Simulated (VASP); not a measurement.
Wanted: the native input for a VASP 6.6.1 run.

| Item | Value |
| --- | --- |
| Task | dielectric tensor |
| Functional | r2SCAN |
| Potentials or basis | VASP PAW PBE potentials, release 64 (Mg, O) |
| Cutoff | 520 eV |
| k mesh | 8 × 8 × 8 |
| Occupations | gaussian, width 0.01 eV |
| Spin | no spin polarisation |
| Dipole correction | no |
| Further INCAR settings | ALGO = Normal; EDIFF = 1e-08 |

The structure of MgO lies in POSCAR:

```
MgO
1.0
    0.0000000000      2.1021680206      2.1021680206
    2.1021680206      0.0000000000      2.1021680206
    2.1021680206      2.1021680206      0.0000000000
Mg O
1 1
Direct
    0.0000000000      0.0000000000      0.0000000000
    0.5000000000      0.5000000000      0.5000000000
```

The input as run:

INCAR

```
SYSTEM = MgO
PREC = Accurate ; ENCUT = 520
EDIFF = 1E-8 ; ISMEAR = 0
SIGMA = 0.01 ; LREAL = .False.
LASPH = .True. ; NELM = 100
ALGO = Normal ; ISIF = 2
LWAVE = .False. ; LCHARG = .False.
METAGGA = R2SCAN ; LMIXTAU = .True.
LCALCEPS = .True.
```

KPOINTS

```
Automatic mesh
0
Gamma
  8 8 8
  0 0 0
```

Potentials or basis: VASP PAW PBE potentials, release 64 (Mg, O).

Launch:

```console
$ cat potpaw_PBE.64/Mg/POTCAR potpaw_PBE.64/O/POTCAR > POTCAR
$ mpirun -np 1 vasp_std > vasp.out
```

Results of the run:

```yaml
Band_gap_on_the_k_mesh: 5.66 eV
Electronic_dielectric_tensor_diagonal: 2.92
Born_charges_mean_of_the_diagonal: Mg +1.94; O -1.94 e
```

Wall time 16 min on 1 thread of Intel(R) Xeon(R) Platinum 8375C CPU @ 2.90GHz (Ice Lake), on a shared host, peak memory 0.25 GiB.
